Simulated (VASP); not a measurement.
# MgS (Fm-3m) in VASP: a series of runs

The runs below take MgS through single point, with r2SCAN.

Everything below comes from runs of VASP 6.6.1. Logs are shortened: lines on timing, memory, paths and dates and some standing lists are left out, and cuts for length are marked.

**1. The cell of the first run**

Symmetry: Fm-3m, No. 225, cubic system. The conventional cell has a = 5.249 Å, b = 5.249 Å, c = 5.249 Å, α = 90.00°, β = 90.00°, γ = 90.00°. Within 3.5 Å of Mg (site symmetry m-3m) lie 6 S at 2.62 Å. Within 3.5 Å of S (site symmetry m-3m) lie 6 Mg at 2.62 Å.

**2. Single point, r2SCAN**

The input, POSCAR:

```
MgS
1.0
    2.6244412125      2.6244412125      0.0000000000
   -2.6244412125      2.6244412125      0.0000000000
    0.0000000000      2.6244412125      2.6244412125
Mg S
1 1
Direct
    0.0000000000      0.0000000000      0.0000000000
    0.5000000000      0.5000000000      0.0000000000
```

The input, INCAR.step1:

```
SYSTEM = MgS
ALGO = Normal ; EDIFF = 1E-4
ENCUT = 520 ; GGA = PE
ISMEAR = 0 ; LASPH = .TRUE.
LCHARG = .FALSE. ; LREAL = .FALSE.
LWAVE = .TRUE. ; NBANDS = 11
NELM = 100 ; PREC = Accurate
SIGMA = 0.01
```

The input, INCAR.step2:

```
SYSTEM = MgS
ALGO = Normal ; EDIFF = 1E-6
ENCUT = 520 ; ISIF = 2
ISMEAR = 0 ; ISTART = 1
LASPH = .TRUE. ; LCHARG = .TRUE.
LELF = .TRUE. ; LMIXTAU = .TRUE.
LREAL = .FALSE. ; LVHAR = .TRUE.
LWAVE = .FALSE. ; METAGGA = R2SCAN
NBANDS = 11 ; NELM = 100
PREC = Accurate ; SIGMA = 0.01
```

The input, KPOINTS:

```
k-points
0
G
  8 8 8
  0 0 0
```

Potentials or basis: VASP PAW PBE potentials, release 64 (Mg, S).

Command:

```console
cat potpaw_PBE.64/Mg/POTCAR potpaw_PBE.64/S/POTCAR > POTCAR
cp INCAR.step1 INCAR
mpirun -np 1 vasp_std > vasp.out
cp INCAR.step2 INCAR
mpirun -np 1 vasp_std > vasp.out
```

OUTCAR:

```text
SYSTEM = MgS
   EDIFF = 1E-6
   ENCUT = 520
   ISIF = 2
   ISMEAR = 0
   ISTART = 1
   LASPH = .TRUE.
   LREAL = .FALSE.
   METAGGA = R2SCAN
   NELM = 100
   PREC = Accurate

 ion  position               nearest neighbor table
   1  0.000  0.000  0.000-   2 2.62   2 2.62   2 2.62   2 2.62   2 2.62   2 2.62
   2  0.500  0.500  0.000-   1 2.62   1 2.62   1 2.62   1 2.62   1 2.62   1 2.62

  LATTYP: Found a face centered cubic cell.
 ALAT       =     5.2488824250

  Lattice vectors:

 A1 = (   0.0000000000,   2.6244412125,   2.6244412125)
 A2 = (   2.6244412125,   0.0000000000,   2.6244412125)
 A3 = (   2.6244412125,   2.6244412125,   0.0000000000)

Analysis of symmetry for initial positions (statically):
=====================================================================
 Subroutine PRICEL returns:
 Original cell was already a primitive cell.

 Routine SETGRP: Setting up the symmetry group for a
 face centered cubic supercell.

 Subroutine GETGRP returns: Found 48 space group operations
 (whereof 48 operations were pure point group operations)
 out of a pool of 48 trial point group operations.

The static configuration has the point symmetry O_h .

Analysis of symmetry for dynamics (positions and initial velocities):
=====================================================================
 Subroutine PRICEL returns:
 Original cell was already a primitive cell.

 Routine SETGRP: Setting up the symmetry group for a
 face centered cubic supercell.

 Subroutine GETGRP returns: Found 48 space group operations
 (whereof 48 operations were pure point group operations)
 out of a pool of 48 trial point group operations.

The dynamic configuration has the point symmetry O_h .

 Subroutine INISYM returns: Found 48 space group operations
 (whereof 48 operations are pure point group operations),
 and found     1 'primitive' translations

----------------------------------------------------------------------------------------

                                     Primitive cell

  volume of cell :      36.1527

  direct lattice vectors                    reciprocal lattice vectors
     2.624441212  2.624441212  0.000000000     0.190516746  0.190516746 -0.190516746
    -2.624441212  2.624441212  0.000000000    -0.190516746  0.190516746 -0.190516746
     0.000000000  2.624441212  2.624441212     0.000000000  0.000000000  0.381033492

  length of vectors
     3.711520356  3.711520356  3.711520356     0.329984684  0.329984684  0.381033492

  position of ions in fractional coordinates (direct lattice)
     0.000000000  0.000000000  0.000000000
     0.500000000  0.500000000  0.000000000

  ion indices of the primitive-cell ions
   primitive index   ion index
                 1           1
                 2           2

----------------------------------------------------------------------------------------

 KPOINTS: k-points

Automatic generation of k-mesh.
 Grid dimensions read from file:
 generate k-points for:    8    8    8

 Generating k-lattice:

  Cartesian coordinates                     Fractional coordinates (reciprocal lattice)
     0.023814593  0.023814593 -0.023814593     0.125000000  0.000000000  0.000000000
    -0.023814593  0.023814593 -0.023814593     0.000000000  0.125000000  0.000000000
     0.000000000  0.000000000  0.047629187     0.000000000  0.000000000  0.125000000

  Length of vectors
     0.041248085  0.041248085  0.047629187

  Shift w.r.t. Gamma in fractional coordinates (k-lattice)
     0.000000000  0.000000000  0.000000000

 Subroutine IBZKPT returns following result:
 ===========================================

 Found     29 irreducible k-points:

 Following reciprocal coordinates:
            Coordinates               Weight
  0.000000  0.000000  0.000000      1.000000
  0.125000  0.000000  0.000000      8.000000
  0.250000  0.000000  0.000000      8.000000
  0.375000  0.000000  0.000000      8.000000
  0.500000  0.000000  0.000000      4.000000
  0.125000  0.125000  0.000000     12.000000
[... 16 lines left out ...]
  0.375000  0.250000  0.125000     48.000000
  0.500000  0.250000  0.125000     24.000000
 [... further k-points ...]
   k-points           NKPTS =     29   k-points in BZ     NKDIM =     29   number of bands    NBANDS=     11
   number of dos      NEDOS =    301   number of ions     NIONS =      2
   total plane-waves  NPLWV =  21952
   dimension x,y,z NGX =    28 NGY =   28 NGZ =   28
   dimension x,y,z NGXF=    56 NGYF=   56 NGZF=   56
   ions per type =               1   1
   NGX,Y,Z   is equivalent  to a cutoff of  12.54, 12.54, 12.54 a.u.
   NGXF,Y,Z  is equivalent  to a cutoff of  25.08, 25.08, 25.08 a.u.
 SYSTEM =  MgS
   PREC   = accura    normal or accurate (medium, high low for compatibility)
   ISTART =      1    job   : 0-new  1-cont  2-samecut
   ICHARG =      0    charge: 1-file 2-atom 10-const
   ISPIN  =      1    spin polarized calculation?
   LNONCOLLINEAR =      F non collinear calculations
   LSORBIT =      F    spin-orbit coupling
   LASPH  =      T    aspherical Exc in radial PAW
   ENCUT  =  520.0 eV  38.22 Ry    6.18 a.u.   6.90  6.90  6.90*2*pi/ulx,y,z
   NELM   =    100;   NELMIN=  2; NELMDL=  0     # of ELM steps
   EDIFF  = 0.1E-05   stopping-criterion for ELM
   LREAL  =      F    real-space projection
   EDIFFG = 0.1E-04   stopping-criterion for IOM
   NSW    =      0    number of steps for IOM
   IBRION =     -1    ionic relax: 0-MD 1-quasi-New 2-CG
   NFREE  =      0    steps in history (QN), initial steepest desc. (CG)
   ISIF   =      2    stress and relaxation
   ISYM   =      2    0-nonsym 1-usesym 2-fastsym
   POTIM  = 0.5000    time-step for ionic-motion
   TEBEG  =    0.0;   TEEND  =   0.0 temperature during run
   PSTRESS=    0.0 pullay stress
   NELECT =       8.0000    total number of electrons
   NUPDOWN=      -1.0000    fix difference up-down
   EMIN   =  10.00;   EMAX   =-10.00  energy-range for DOS
   EFERMI =   0.00;   METHOD = LEGACY
   ISMEAR =     0;   SIGMA  =   0.01  broadening in eV -4-tet -1-fermi 0-gaus
   EFERMI_NEDOS =   21; number of points for ismear=-14 and -15
   IALGO  =     38    algorithm
   IMIX   =      4    mixing-type and parameters
     AMIX     =   0.40;   BMIX     =  1.00
     AMIX_MAG =   1.60;   BMIX_MAG =  1.00
  volume/ion in A,a.u.               =      18.08       121.99
  Fermi-wavevector in a.u.,A,eV,Ry     =   0.990204  1.871214 13.340564  0.980504
  Thomas-Fermi vector in A             =   2.121858
   LORBIT       =      0    0 simple, 1 ext, 2 COOP (PROOUT), +10 PAW based schemes
   METAGGA = R2SCAN    functional components
   LHFCALC =     F    Hartree Fock is set to
   AEXX    =    0.0000 exact exchange contribution
   IVDW    =     0    specifies the selected vdW correction
   LEPSILON=     F    determine dielectric tensor
   LRPA    =     F    only Hartree local field effects (RPA)
 non-spin polarized calculation
 Gauss-broadening in eV      SIGMA  =   0.01
  energy-cutoff  :      520.00
  volume of cell :       36.15
 maximum number of plane-waves:       982
   NGX = 13   NGY = 13   NGZ = 13

 number of electron       8.0000001 magnetization

 Free energy of the ion-electron system (eV)
  ---------------------------------------------------
  ext. energy  EPLUGINS =         0.00000000
  ---------------------------------------------------
  free energy    TOTEN  =       -15.50206644 eV

  energy without entropy =      -15.50206644  energy(sigma->0) =      -15.50206644

 E-fermi :   3.3089     XC(G=0):  -9.9748

 val. band max:        3.2646454187   @ k =   0.0000   0.0000   0.0000
 cond. band min:       6.6398264162   @ k =   0.5000   0.5000   0.0000
 fundamental gap:      3.3751809975
 Fermi energy:         3.3089218581

 k-point     1 :       0.0000    0.0000    0.0000
  band No.  band energies     occupation
      1      -9.7684      2.00000
      2       3.2646      2.00000
      3       3.2646      2.00000
      4       3.2646      2.00000
      5       7.6617      0.00000
      6      11.8107      0.00000
      7      11.8107      0.00000
      8      11.8107      0.00000
      9      14.1735      0.00000
     10      14.1735      0.00000
     11      16.7316      0.00000

 k-point     2 :       0.1250    0.0000    0.0000
  band No.  band energies     occupation
      1      -9.6197      2.00000
      2       2.2704      2.00000
      3       3.1646      2.00000
      4       3.1646      2.00000
      5       8.4285      0.00000
      6      11.5156      0.00000
      7      12.0598      0.00000
      8      12.0598      0.00000
      9      13.5693      0.00000
     10      13.5693      0.00000
     11      16.8428      0.00000

 k-point     3 :       0.2500    0.0000    0.0000
  band No.  band energies     occupation
      1      -9.2198      2.00000
      2       0.5336      2.00000
      3       2.9449      2.00000
      4       2.9449      2.00000
      5       8.8685      0.00000
      6      11.6623      0.00000
      7      11.6623      0.00000
      8      12.2308      0.00000
      9      14.1851      0.00000
     10      14.1851      0.00000
     11      16.0404      0.00000

 k-point     4 :       0.3750    0.0000    0.0000
  band No.  band energies     occupation
      1      -8.7380      2.00000
      2      -0.9009      2.00000
      3       2.7498      2.00000
      4       2.7498      2.00000
      5       8.5831      0.00000
      6      10.9847      0.00000
      7      10.9847      0.00000
      8      13.7887      0.00000
      9      15.7451      0.00000
     10      16.1849      0.00000
     11      16.1849      0.00000
[... 239 lines left out ...]
 k-point    22 :       0.2500    0.2500    0.1250
  band No.  band energies     occupation
      1      -8.9078      2.00000
      2       0.2680      2.00000
      3       1.8457      2.00000
      4       2.6009      2.00000
      5       9.6623      0.00000
      6      10.3679      0.00000
      7      10.9861      0.00000
      8      13.0860      0.00000
      9      14.0382      0.00000
     10      16.9267      0.00000
     11      19.0597      0.00000

 k-point    23 :       0.3750    0.2500    0.1250
  band No.  band energies     occupation
      1      -8.5022      2.00000
      2      -0.5653      2.00000
      3       1.3191      2.00000
      4       2.2955      2.00000
      5       9.4722      0.00000
      6      10.2651      0.00000
      7      11.6968      0.00000
      8      12.8974      0.00000
      9      15.6363      0.00000
     10      18.3575      0.00000
     11      19.0496      0.00000

 k-point    24 :       0.5000    0.2500    0.1250
  band No.  band energies     occupation
      1      -8.3107      2.00000
      2      -0.9509      2.00000
      3       1.1779      2.00000
      4       2.1375      2.00000
      5       9.4186      0.00000
      6       9.9815      0.00000
      7      12.2768      0.00000
      8      13.3605      0.00000
      9      16.2667      0.00000
     10      17.4097      0.00000
     11      19.5287      0.00000

 [... further k-points ...]

------------------------ aborting loop because EDIFF is reached ----------------------------------------

  FORCE on cell =-STRESS in cart. coord.  units (eV):
  Direction    XX          YY          ZZ          XY          YZ          ZX
  --------------------------------------------------------------------------------------
  -------------------------------------------------------------------------------------
  Total       -0.5604471     -0.5604471     -0.5604471      0.0000000      0.0000000     -0.0000000
  in kB      -24.8373173    -24.8373173    -24.8373173      0.0000000      0.0000000     -0.0000000
  external PRESSURE =     -24.8373173 kB  Pullay stress =       0.0000000 kB

 VOLUME and BASIS-vectors are now :
 -----------------------------------------------------------------------------
  energy-cutoff  :      520.00
  volume of cell :       36.15
      direct lattice vectors                 reciprocal lattice vectors
     2.624441212  2.624441212  0.000000000     0.190516746  0.190516746 -0.190516746
    -2.624441212  2.624441212  0.000000000    -0.190516746  0.190516746 -0.190516746
     0.000000000  2.624441212  2.624441212     0.000000000  0.000000000  0.381033492

 POSITION                                       TOTAL-FORCE (eV/Angst)
 -----------------------------------------------------------------------------------
      0.00000      0.00000      0.00000        -0.000000     -0.000000      0.000000
      0.00000      2.62444      0.00000         0.000000      0.000000      0.000000
 -----------------------------------------------------------------------------------
    total drift:                               -0.000000      0.000000     -0.000000

  FREE ENERGIE OF THE ION-ELECTRON SYSTEM (eV)
  ---------------------------------------------------
  free  energy   TOTEN  =       -15.5020664364 eV

  energy  without entropy=      -15.5020664364  energy(sigma->0) =      -15.50206644
```

Wall time 26 s (1 thread of Intel Xeon 6975P-C (Granite Rapids), shared host); peak memory 0.16 GiB.

What came out:

```
Free energy            : -15.5021 eV
Pressure               : -2.5 GPa
Band gap on the k mesh : 3.38 eV, indirect (least direct gap 4.40 eV)
```

Caveat: the PAW data sets were made with another functional, which shifts forces and pressure a little.

**3. Single point, r2SCAN**

POSCAR is that of step 2.

The input, INCAR.step1:

```
PREC = Accurate
ENCUT = 520
ISMEAR = 0
SIGMA = 0.01
LREAL = F
LASPH = T
NELM = 80
NBANDS = 11
GGA = PE
ALGO = Normal
EDIFF = 1E-4
LWAVE = T
LCHARG = F
```

The input, INCAR.step2:

```
PREC = Accurate
ENCUT = 520
EDIFF = 1E-6
ISMEAR = 0
SIGMA = 0.01
LREAL = F
LASPH = T
NELM = 80
ALGO = Normal
ISIF = 2
LWAVE = F
LCHARG = F
METAGGA = R2SCAN
LMIXTAU = T
NBANDS = 11
ISTART = 1
```

The input, KPOINTS:

```
Automatic mesh
0
Gamma
  8 8 8
```

Potentials or basis: VASP PAW PBE potentials, release 64 (Mg, S).

Command:

```console
cat potpaw_PBE.64/Mg/POTCAR potpaw_PBE.64/S/POTCAR > POTCAR
cp INCAR.step1 INCAR
mpirun -np 1 vasp_std > vasp.out
cp INCAR.step2 INCAR
mpirun -np 1 vasp_std > vasp.out
```

OUTCAR:

```text
PREC = Accurate
   ENCUT = 520
   EDIFF = 1E-6
   ISMEAR = 0
   LREAL = F
   LASPH = T
   NELM = 80
   ISIF = 2
   METAGGA = R2SCAN
   ISTART = 1

 ion  position               nearest neighbor table
   1  0.000  0.000  0.000-   2 2.62   2 2.62   2 2.62   2 2.62   2 2.62   2 2.62
   2  0.500  0.500  0.000-   1 2.62   1 2.62   1 2.62   1 2.62   1 2.62   1 2.62

  LATTYP: Found a face centered cubic cell.
 ALAT       =     5.2488824250

  Lattice vectors:

 A1 = (   0.0000000000,   2.6244412125,   2.6244412125)
 A2 = (   2.6244412125,   0.0000000000,   2.6244412125)
 A3 = (   2.6244412125,   2.6244412125,   0.0000000000)

Analysis of symmetry for initial positions (statically):
=====================================================================
 Subroutine PRICEL returns:
 Original cell was already a primitive cell.

 Routine SETGRP: Setting up the symmetry group for a
 face centered cubic supercell.

 Subroutine GETGRP returns: Found 48 space group operations
 (whereof 48 operations were pure point group operations)
 out of a pool of 48 trial point group operations.

[... 172 lines left out ...]
      2       3.2646      2.00000
      3       3.2646      2.00000
      4       3.2646      2.00000
      5       7.6617      0.00000
      6      11.8107      0.00000
      7      11.8107      0.00000
      8      11.8107      0.00000
      9      14.1735      0.00000
     10      14.1735      0.00000
     11      16.7316      0.00000
[... 309 lines left out ...]
 k-point    24 :       0.5000    0.2500    0.1250
  band No.  band energies     occupation
      1      -8.3107      2.00000
      2      -0.9509      2.00000
      3       1.1779      2.00000
      4       2.1375      2.00000
      5       9.4186      0.00000
      6       9.9815      0.00000
      7      12.2768      0.00000
      8      13.3605      0.00000
      9      16.2667      0.00000
     10      17.4097      0.00000
     11      19.5287      0.00000

 [... further k-points ...]

------------------------ aborting loop because EDIFF is reached ----------------------------------------

  FORCE on cell =-STRESS in cart. coord.  units (eV):
  Direction    XX          YY          ZZ          XY          YZ          ZX
  --------------------------------------------------------------------------------------
  -------------------------------------------------------------------------------------
  Total       -0.5604471     -0.5604471     -0.5604471      0.0000000      0.0000000     -0.0000000
  in kB      -24.8373173    -24.8373173    -24.8373173      0.0000000      0.0000000     -0.0000000
  external PRESSURE =     -24.8373173 kB  Pullay stress =       0.0000000 kB

 VOLUME and BASIS-vectors are now :
 -----------------------------------------------------------------------------
  energy-cutoff  :      520.00
  volume of cell :       36.15
      direct lattice vectors                 reciprocal lattice vectors
     2.624441212  2.624441212  0.000000000     0.190516746  0.190516746 -0.190516746
    -2.624441212  2.624441212  0.000000000    -0.190516746  0.190516746 -0.190516746
     0.000000000  2.624441212  2.624441212     0.000000000  0.000000000  0.381033492

 POSITION                                       TOTAL-FORCE (eV/Angst)
 -----------------------------------------------------------------------------------
      0.00000      0.00000      0.00000        -0.000000     -0.000000      0.000000
      0.00000      2.62444      0.00000         0.000000      0.000000      0.000000
 -----------------------------------------------------------------------------------
    total drift:                               -0.000000      0.000000     -0.000000

  FREE ENERGIE OF THE ION-ELECTRON SYSTEM (eV)
  ---------------------------------------------------
  free  energy   TOTEN  =       -15.5020664364 eV

  energy  without entropy=      -15.5020664364  energy(sigma->0) =      -15.50206644
```

It took 26 s on 1 thread of Intel Xeon 6975P-C (Granite Rapids), shared host; peak memory 0.16 GiB.

What came out:

```
Free energy            : -15.5021 eV
Pressure               : -2.5 GPa
Band gap on the k mesh : 3.38 eV, indirect (least direct gap 4.40 eV)
```

Levels at points of the mesh, in eV from the valence-band top:
| k point | band 1 | band 2 | band 3 | band 4 | band 5 | band 6 | band 7 | band 8 | band 9 |
| --- | --- | --- | --- | --- | --- | --- | --- | --- | --- |
| (0.00, 0.00, 0.00) | -13.03 | 0.00 | 0.00 | 0.00 | 4.40 | 8.55 | 8.55 | 8.55 | 10.91 |
| (0.50, 0.00, 0.00) | -11.77 | -4.74 | -0.59 | -0.59 | 5.17 | 7.47 | 7.47 | 10.93 | 13.07 |
| (0.50, 0.50, 0.00) | -11.40 | -4.13 | -1.67 | -1.67 | 3.38 | 5.00 | 12.87 | 13.41 | 14.25 |

Caveat: the PAW data sets were made with another functional, which shifts forces and pressure a little. A k mesh can miss the band edges.
